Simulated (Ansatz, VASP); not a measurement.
Two plane-wave programs on MgO

```
Mg O
1.0
     3.56234    0.00000    0.00000
    -1.78117    3.08508    0.00000
     0.00000    0.00000    4.14060
Mg O
2 2
Direct
  0.67788 0.33333 0.75000
  0.34455 0.66667 0.25000
  0.64963 0.33333 0.25000
  0.31629 0.66667 0.75000
```

Change from the starting cell: mode 8 frozen in at -0.060 Å, strain +e along z and -e/2 along x and y -0.0233.

Alike in both runs: task single point; functional PBE; k mesh 9 × 9 × 6; occupations gaussian, width 0.05 eV; no spin polarisation.

|  | VASP | Ansatz |
| --- | --- | --- |
| version | VASP 6.6.1 | Ansatz 0.2.0 |
| potentials or method | VASP PAW PBE potentials, release 64 (Mg, O), cutoff 520 eV | scalar-relativistic, plane waves, PAW |
| valence electrons in the cell | 16 | 32 |

```tsv
	VASP	Ansatz	Ansatz less VASP
gap on the k mesh at the Fermi level (eV)	3.30	3.32	+0.020
least direct gap on the mesh (eV)	3.30	3.32	+0.020
pressure (GPa)	0.6	1.2	+0.59
traceless stress, the component that is largest in VASP (GPa)	2.83	2.92	+0.095
rms of the force components (eV/Å)	0.427	0.422	-0.0041
```

Atom by atom the forces differ by 0.004 eV/Å (rms over components). With one functional, cell and mesh, what is left measures potentials, basis and numerics. VASP's potentials hold 16 valence electrons a cell and Ansatz's 32, so a difference there can come from the potentials and not from the codes.
